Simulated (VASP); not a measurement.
Write the native input for VASP 6.6.1 that does the following.

```
Task                   : electric field gradients
Functional             : PBE
Potentials or basis    : VASP PAW PBE potentials, release 64 (Sn_d)
Cutoff                 : 520 eV
k mesh                 : 15 × 15 × 15
Occupations            : fermi-dirac, width 0.05 eV
Spin                   : no spin polarisation
Dipole correction      : no
Further INCAR settings : ALGO = Normal; EDIFF = 1e-08; NBANDS = 21
```

The structure of Sn lies in POSCAR:

```
Sn
1.0
   -2.9730380483      2.9730380483      1.6218471360
    2.9730380483     -2.9730380483      1.6218471360
    2.9730380483      2.9730380483     -1.6218471360
Sn
2
Direct
    0.0000000000      0.0000000000      0.0000000000
    0.7500000000      0.2500000000      0.5000000000
```

This cell differs from its parent crystal: volume scaled by 1.06.

The input as run:

INCAR

```
SYSTEM = Sn
PREC = Accurate ; ENCUT = 520
EDIFF = 1E-8 ; ISMEAR = -1
SIGMA = 0.05 ; LREAL = .FALSE.
LASPH = .TRUE. ; NELM = 100
ALGO = Normal ; ISIF = 2
LWAVE = .FALSE. ; LCHARG = .FALSE.
GGA = PE ; LEFG = .TRUE.
NBANDS = 21
```

KPOINTS

```
regular mesh
0
G
  15 15 15
  0 0 0
```

Potentials or basis: VASP PAW PBE potentials, release 64 (Sn_d).

The run is started by

```bash
$ cat potpaw_PBE.64/Sn_d/POTCAR > POTCAR
$ mpirun -np 1 vasp_std > vasp.out
```

It gave:

```
Pressure               : -0.5 GPa
Band gap on the k mesh : zero (band 14 reaches 8.72 eV, above the bottom of band 15 at 4.70 eV)
```

Caveat: without QUAD_EFG the Cq values of the log hold for a quadrupole moment of 1 mb, not for the nuclei; spin-orbit coupling is left out, which moves the levels of the heavy elements.

Run time: 16 min on 1 thread of AMD EPYC 7R13 (shared host), peak memory 0.37 GiB.
